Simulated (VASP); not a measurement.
# Pt (Fm-3m) in VASP: notebook

Runs on Pt. Level: PBEsol. Tasks: single point, relaxation of cell and atoms.

Everything below comes from runs of VASP 6.6.1. Logs are shortened: lines on timing, memory, paths and dates and some standing lists are left out, and cuts for length are marked.

## 1. The cell of the first run

The structure is cubic, space group Fm-3m (No. 225). Conventional cell: a = 3.918 Å, b = 3.918 Å, c = 3.918 Å, α = 90.00°, β = 90.00°, γ = 90.00°. Pt (site symmetry m-3m) has 12 Pt at 2.77 Å within 3.7 Å.

## 2. Single point, PBEsol

INCAR reads:

```
  ALGO = Normal
  EDIFF = 1E-6
  ENCUT = 520
  GGA = PS
  ISIF = 2
  ISMEAR = -1
  LASPH = T
  LCHARG = F
  LREAL = F
  LWAVE = F
  NBANDS = 11
  NELM = 60
  PREC = Accurate
  SIGMA = 0.05
```

KPOINTS reads:

```
k-points
0
Gamma
  20 20 20
```

POSCAR reads:

```
Pt
1.0
    0.0000000000      1.9591069719      1.9591069719
    1.9591069719      0.0000000000      1.9591069719
    1.9591069719      1.9591069719      0.0000000000
Pt
1
Direct
    0.0000000000      0.0000000000      0.0000000000
```

Potentials or basis: VASP PAW PBE potentials, release 64 (Pt).

The run is started by

```
$ cat potpaw_PBE.64/Pt/POTCAR > POTCAR
$ mpirun -np 1 vasp_std > vasp.out
```

OUTCAR:

```text
EDIFF = 1E-6
   ENCUT = 520
   GGA = PS
   ISIF = 2
   ISMEAR = -1
   LASPH = T
   LREAL = F
   NELM = 60
   PREC = Accurate

 ion  position               nearest neighbor table
   1  0.000  0.000  0.000-

  LATTYP: Found a face centered cubic cell.
 ALAT       =     3.9182139438

  Lattice vectors:

 A1 = (   0.0000000000,   1.9591069719,   1.9591069719)
 A2 = (   1.9591069719,   0.0000000000,   1.9591069719)
 A3 = (   1.9591069719,   1.9591069719,   0.0000000000)

Analysis of symmetry for initial positions (statically):
=====================================================================
 Subroutine PRICEL returns:
 Original cell was already a primitive cell.

 Routine SETGRP: Setting up the symmetry group for a
 face centered cubic supercell.

 Subroutine GETGRP returns: Found 48 space group operations
 (whereof 48 operations were pure point group operations)
 out of a pool of 48 trial point group operations.

The static configuration has the point symmetry O_h .

Analysis of symmetry for dynamics (positions and initial velocities):
=====================================================================
 Subroutine PRICEL returns:
 Original cell was already a primitive cell.

 Routine SETGRP: Setting up the symmetry group for a
 face centered cubic supercell.

 Subroutine GETGRP returns: Found 48 space group operations
 (whereof 48 operations were pure point group operations)
 out of a pool of 48 trial point group operations.

The dynamic configuration has the point symmetry O_h .

 Subroutine INISYM returns: Found 48 space group operations
 (whereof 48 operations are pure point group operations),
 and found     1 'primitive' translations

----------------------------------------------------------------------------------------

                                     Primitive cell

  volume of cell :      15.0385

  direct lattice vectors                    reciprocal lattice vectors
     0.000000000  1.959106972  1.959106972    -0.255218325  0.255218325  0.255218325
     1.959106972  0.000000000  1.959106972     0.255218325 -0.255218325  0.255218325
     1.959106972  1.959106972  0.000000000     0.255218325  0.255218325 -0.255218325

  length of vectors
     2.770595650  2.770595650  2.770595650     0.442051106  0.442051106  0.442051106

  position of ions in fractional coordinates (direct lattice)
     0.000000000  0.000000000  0.000000000

  ion indices of the primitive-cell ions
[... 79 lines left out ...]
   NFREE  =      0    steps in history (QN), initial steepest desc. (CG)
   ISIF   =      2    stress and relaxation
   ISYM   =      2    0-nonsym 1-usesym 2-fastsym
   POTIM  = 0.5000    time-step for ionic-motion
   TEBEG  =    0.0;   TEEND  =   0.0 temperature during run
   PSTRESS=    0.0 pullay stress
   NELECT =      10.0000    total number of electrons
   NUPDOWN=      -1.0000    fix difference up-down
   EMIN   =  10.00;   EMAX   =-10.00  energy-range for DOS
   EFERMI =   0.00;   METHOD = LEGACY
   ISMEAR =    -1;   SIGMA  =   0.05  broadening in eV -4-tet -1-fermi 0-gaus
   EFERMI_NEDOS =   21; number of points for ismear=-14 and -15
   IALGO  =     38    algorithm
   IMIX   =      4    mixing-type and parameters
     AMIX     =   0.40;   BMIX     =  1.00
     AMIX_MAG =   1.60;   BMIX_MAG =  1.00
  volume/ion in A,a.u.               =      15.04       101.48
  Fermi-wavevector in a.u.,A,eV,Ry     =   1.428916  2.700260 27.780386  2.041801
  Thomas-Fermi vector in A             =   2.548926
   LORBIT       =      0    0 simple, 1 ext, 2 COOP (PROOUT), +10 PAW based schemes
   GGA     = PS    functional components
   LHFCALC =     F    Hartree Fock is set to
   AEXX    =    0.0000 exact exchange contribution
   IVDW    =     0    specifies the selected vdW correction
   LEPSILON=     F    determine dielectric tensor
   LRPA    =     F    only Hartree local field effects (RPA)
 non-spin polarized calculation
  energy-cutoff  :      520.00
  volume of cell :       15.04
 maximum number of plane-waves:       419
 NGX is ok and might be reduce to    24
   NGX = 11   NGY = 11   NGZ = 11

 number of electron      10.0000000 magnetization

 Free energy of the ion-electron system (eV)
  ---------------------------------------------------
  ext. energy  EPLUGINS =         0.00000000
  ---------------------------------------------------
  free energy    TOTEN  =        -6.97183525 eV

  energy without entropy =       -6.95762347  energy(sigma->0) =       -6.96472936

 E-fermi :  11.1584     XC(G=0): -13.6445

 val. band max:       11.1515840881   @ k =  -0.4500   0.1000   0.0500
 cond. band min:      11.1629286000   @ k =  -0.4000   0.3500   0.1000
 fundamental gap:      0.0113445119
 Fermi energy:        11.1583784091

 k-point     1 :       0.0000    0.0000    0.0000
  band No.  band energies     occupation
      1       0.8227      2.00000
      2       7.3295      2.00000
      3       7.3295      2.00000
      4       7.3295      2.00000
      5       9.5189      2.00000
      6       9.5189      2.00000
      7      25.7666      0.00000
      8      30.7404      0.00000
      9      30.7404      0.00000
     10      30.7404      0.00000
     11      36.0485      0.00000
[... 309 lines left out ...]
 k-point    24 :      -0.3500    0.0500    0.0000
  band No.  band energies     occupation
      1       3.7675      2.00000
      2       7.4077      2.00000
      3       7.4969      2.00000
      4       8.2288      2.00000
      5      10.3669      2.00000
      6      11.0229      1.87522
      7      20.2420      0.00000
      8      26.2404      0.00000
      9      30.6914      0.00000
     10      32.2802      0.00000
     11      36.5190      0.00000

 [... further k-points ...]

------------------------ aborting loop because EDIFF is reached ----------------------------------------

  FORCE on cell =-STRESS in cart. coord.  units (eV):
  Direction    XX          YY          ZZ          XY          YZ          ZX
  --------------------------------------------------------------------------------------
  -------------------------------------------------------------------------------------
  Total       -0.0381676     -0.0381676     -0.0381676      0.0000000      0.0000000      0.0000000
  in kB       -4.0663171     -4.0663171     -4.0663171      0.0000000      0.0000000      0.0000000
  external PRESSURE =      -4.0663171 kB  Pullay stress =       0.0000000 kB

 VOLUME and BASIS-vectors are now :
 -----------------------------------------------------------------------------
  energy-cutoff  :      520.00
  volume of cell :       15.04
      direct lattice vectors                 reciprocal lattice vectors
     0.000000000  1.959106972  1.959106972    -0.255218325  0.255218325  0.255218325
     1.959106972  0.000000000  1.959106972     0.255218325 -0.255218325  0.255218325
     1.959106972  1.959106972  0.000000000     0.255218325  0.255218325 -0.255218325

 POSITION                                       TOTAL-FORCE (eV/Angst)
 -----------------------------------------------------------------------------------
      0.00000      0.00000      0.00000        -0.000000      0.000000      0.000000
 -----------------------------------------------------------------------------------
    total drift:                               -0.000000      0.000000     -0.000000

  FREE ENERGIE OF THE ION-ELECTRON SYSTEM (eV)
  ---------------------------------------------------
  free  energy   TOTEN  =        -6.9718352517 eV

  energy  without entropy=       -6.9576234711  energy(sigma->0) =       -6.96472936
```

stdout:

```text
POSCAR found type information on POSCAR Pt
 POSCAR found :  1 types and       1 ions
 scaLAPACK will be used
 -----------------------------------------------------------------------------
|                                                                             |
|                                                                             |
|     You enforced a specific xc type in the INCAR file but a different       |
|     I HOPE YOU KNOW WHAT YOU ARE DOING!                                     |
|                                                                             |
 -----------------------------------------------------------------------------

 LDA part: xc-table for (Slater+PW92), standard interpolation
 POSCAR, INCAR and KPOINTS ok, starting setup
 FFT: planning ... GRIDC
 FFT: planning ... GRID_SOFT
 FFT: planning ... GRID
 WAVECAR not read
 entering main loop
```

Run time: 17 s. Hardware: 1 thread of Intel Xeon 6975P-C, shared host; peak memory 0.17 GiB.

Results:

```yaml
Free_energy: -6.9718 eV
Pressure: -0.4 GPa
Band_gap_on_the_k_mesh: zero (band 5 reaches 11.65 eV, above the bottom of band 6 at 9.41 eV)
```

Caveat: the PAW data sets were made with another functional, which shifts forces and pressure a little; spin-orbit coupling is left out, which moves the levels of the heavy elements.

## 3. Relaxation of cell and atoms, PBEsol

This run uses another cell than the first one, of 15.08 Å³/atom, 1.003 times its volume.

INCAR reads:

```
PREC     = Accurate       # precision mode
ENCUT    = 600            # plane-wave cutoff, eV
EDIFF    = 1E-6           # SCF threshold, eV
ISMEAR   = -1             # smearing method
SIGMA    = 0.05           # smearing width, eV
LREAL    = False          # projectors in reciprocal space
LASPH    = True           # aspherical terms in the spheres
NELM     = 80             # most SCF steps
ALGO     = Normal         # electronic algorithm
ISIF     = 3              # what is computed and relaxed
LWAVE    = False          # write WAVECAR
LCHARG   = False          # write CHGCAR
GGA      = PS             # functional
IBRION   = 2              # ionic algorithm
NSW      = 60             # ionic steps
EDIFFG   = -0.03          # ionic threshold
```

KPOINTS reads:

```
regular mesh
0
Gamma
  20 20 20
```

POSCAR reads:

```
Pt
1.0
    0.0000000000      1.9609000000      1.9609000000
    1.9609000000      0.0000000000      1.9609000000
    1.9609000000      1.9609000000      0.0000000000
Pt
1
Direct
    0.0000000000      0.0000000000      0.0000000000
```

Potentials or basis: VASP PAW PBE potentials, release 64 (Pt).

The run is started by

```
$ cat potpaw_PBE.64/Pt/POTCAR > POTCAR
$ mpirun -np 1 vasp_std > vasp.out
```

OUTCAR:

```text
PREC = Accurate
   ENCUT = 600
   EDIFF = 1E-6
   ISMEAR = -1
   LREAL = False
   LASPH = True
   NELM = 80
   ISIF = 3
   GGA = PS
   IBRION = 2
   NSW = 60
   EDIFFG = -0.03

 ion  position               nearest neighbor table
   1  0.000  0.000  0.000-

  LATTYP: Found a face centered cubic cell.
 ALAT       =     3.9218000000

  Lattice vectors:

 A1 = (   0.0000000000,   1.9609000000,   1.9609000000)
 A2 = (   1.9609000000,   0.0000000000,   1.9609000000)
 A3 = (   1.9609000000,   1.9609000000,   0.0000000000)

Analysis of symmetry for initial positions (statically):
=====================================================================
 Subroutine PRICEL returns:
 Original cell was already a primitive cell.

 Routine SETGRP: Setting up the symmetry group for a
 face centered cubic supercell.

 Subroutine GETGRP returns: Found 48 space group operations
 (whereof 48 operations were pure point group operations)
 out of a pool of 48 trial point group operations.

The static configuration has the point symmetry O_h .

Analysis of symmetry for dynamics (positions and initial velocities):
=====================================================================
 Subroutine PRICEL returns:
 Original cell was already a primitive cell.

[... 164 lines left out ...]
  external PRESSURE =     -10.9267101 kB  Pullay stress =       0.0000000 kB
[... 57 lines left out ...]
--------------------------------------- Ionic step        3  -------------------------------------------

 number of electron      10.0000000 magnetization

 Free energy of the ion-electron system (eV)
  ---------------------------------------------------
  ext. energy  EPLUGINS =         0.00000000
  ---------------------------------------------------
  free energy    TOTEN  =        -6.97188940 eV

  energy without entropy =       -6.95770507  energy(sigma->0) =       -6.96479723

 E-fermi :  11.1797     XC(G=0): -13.6509

 val. band max:       11.1730245555   @ k =  -0.4500   0.1000   0.0500
 cond. band min:      11.1842995815   @ k =  -0.4000   0.3500   0.1000
 fundamental gap:      0.0112750260
 Fermi energy:        11.1797247340

 k-point     1 :       0.0000    0.0000    0.0000
  band No.  band energies     occupation
      1       0.8316      2.00000
      2       7.3438      2.00000
      3       7.3438      2.00000
      4       7.3438      2.00000
      5       9.5373      2.00000
      6       9.5373      2.00000
      7      25.7848      0.00000
      8      30.7649      0.00000
      9      30.7649      0.00000
[... 265 lines left out ...]
 k-point    24 :      -0.3500    0.0500    0.0000
  band No.  band energies     occupation
      1       3.7777      2.00000
      2       7.4220      2.00000
      3       7.5114      2.00000
      4       8.2444      2.00000
      5      10.3867      2.00000
      6      11.0438      1.87612
      7      20.2717      0.00000
      8      26.2610      0.00000
      9      30.7235      0.00000

 [... further k-points ...]

------------------------ aborting loop because EDIFF is reached ----------------------------------------

  FORCE on cell =-STRESS in cart. coord.  units (eV):
  Direction    XX          YY          ZZ          XY          YZ          ZX
  --------------------------------------------------------------------------------------
  -------------------------------------------------------------------------------------
  Total        0.0005760      0.0005760      0.0005760      0.0000000     -0.0000000      0.0000000
  in kB        0.0614357      0.0614357      0.0614357      0.0000000     -0.0000000      0.0000000
  external PRESSURE =       0.0614357 kB  Pullay stress =       0.0000000 kB
[... 16 lines left out ...]
  FREE ENERGIE OF THE ION-ELECTRON SYSTEM (eV)
  ---------------------------------------------------
  free  energy   TOTEN  =        -6.9718894002 eV

  energy  without entropy=       -6.9577050678  energy(sigma->0) =       -6.96479723

 reached required accuracy - stopping structural energy minimisation
```

Run time: 32 s. Hardware: 1 thread of Intel Xeon 6975P-C, shared host; peak memory 0.19 GiB.

What came out:

```
Free energy                            : -6.9719 eV
Relaxed volume                         : 15.02 Å³/atom
Relaxed cell                           : a = 2.770 Å, b = 2.770 Å, c = 2.770 Å, α = 60.00°, β = 60.00°, γ = 60.00°
Space group after relaxing (to 0.05 Å) : Fm-3m (No. 225)
Energy gained by relaxing              : 0.2 meV/atom
Ionic steps                            : 3
Pressure after relaxing                : 0.0 GPa
Band gap on the k mesh                 : zero (band 5 reaches 11.68 eV, above the bottom of band 6 at 9.42 eV)
```

The path:
```csv
step,energy change (eV),largest force (eV/Å),pressure (GPa),volume (Å³)
1,0.0000,0.0000,-1.09,15.08
2,0.0015,0.0000,3.32,14.86
3,-0.0002,0.0000,0.01,15.02
```

Final structure:
```yaml
crystal:
  lattice:
    - [0.00000, 1.95839, 1.95839]
    - [1.95839, 0.00000, 1.95839]
    - [1.95839, 1.95839, 0.00000]
  atoms:
    - { symbol: Pt, position: [0.00000, 0.00000, 0.00000] }
```

Levels at points of the mesh, in eV from the Fermi level:
| k point | band 3 | band 4 | band 5 | band 6 | band 7 | band 8 |
| --- | --- | --- | --- | --- | --- | --- |
| (0.00, 0.00, 0.00) | -3.84 | -3.84 | -1.64 | -1.64 | 14.61 | 19.59 |
| (0.50, 0.00, 0.00) | -3.90 | -0.57 | 0.04 | 0.04 | 5.83 | 14.16 |
| (0.50, 0.50, 0.00) | 0.01 | 0.49 | 0.49 | 1.69 | 8.87 | 11.34 |

Caveat: the PAW data sets were made with another functional, which shifts forces and pressure a little; spin-orbit coupling is left out, which moves the levels of the heavy elements.
